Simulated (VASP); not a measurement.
Here is a VASP 6.6.1 calculation.

The input INCAR:

```
SYSTEM = KP2
ALGO     = Normal         ! electronic algorithm
EDIFF    = 1E-6           ! SCF threshold, eV
EDIFFG   = -0.04          ! ionic threshold
ENCUT    = 600            ! plane-wave cutoff, eV
GGA      = PE             ! functional
IBRION   = 2              ! ionic algorithm
ISIF     = 3              ! what is computed and relaxed
ISMEAR   = 0              ! smearing method
IVDW     = 12             ! dispersion correction
LASPH    = .TRUE.         ! aspherical terms in the spheres
LCHARG   = .FALSE.        ! write CHGCAR
LREAL    = .FALSE.        ! projectors in reciprocal space
LWAVE    = .FALSE.        ! write WAVECAR
NELM     = 100            ! most SCF steps
NSW      = 90             ! ionic steps
PREC     = Accurate       ! precision mode
SIGMA    = 0.1            ! smearing width, eV
```

File KPOINTS:

```
k-points
0
G
  6 6 4
  0 0 0
```

POSCAR

```
KP2
1.0
    4.5825000000      0.0000000000      0.0000000000
   -2.2912500000      3.9685614100      0.0000000000
    0.0000000000      0.0000000000      6.0111077100
K P
1 2
Direct
    0.0000000000      0.0000000000      0.0000000000
    0.3333333300      0.6666666700      0.6859946700
    0.6666666700      0.3333333300      0.3140053300
```

Potentials or basis: VASP PAW PBE potentials, release 64 (K_sv, P).

Run with:

```console
$ cat potpaw_PBE.64/K_sv/POTCAR potpaw_PBE.64/P/POTCAR > POTCAR
$ mpirun -np 1 vasp_std > vasp.out
```

Problem. Predict the dispersion energy per atom.

Solution. -0.317 eV.

Problem. Estimate the band gap on the k mesh.

Solution. Zero (an odd number of electrons rules out a gap without spin polarisation).

Forces on the atoms (eV/Å):
```
K    0.000  0.000  0.000
P    0.000  0.000  0.031
P    0.000  0.000 -0.031
```

Caveat: an odd number of electrons without spin polarisation forces a metal; a magnetic or distorted state may lie lower.
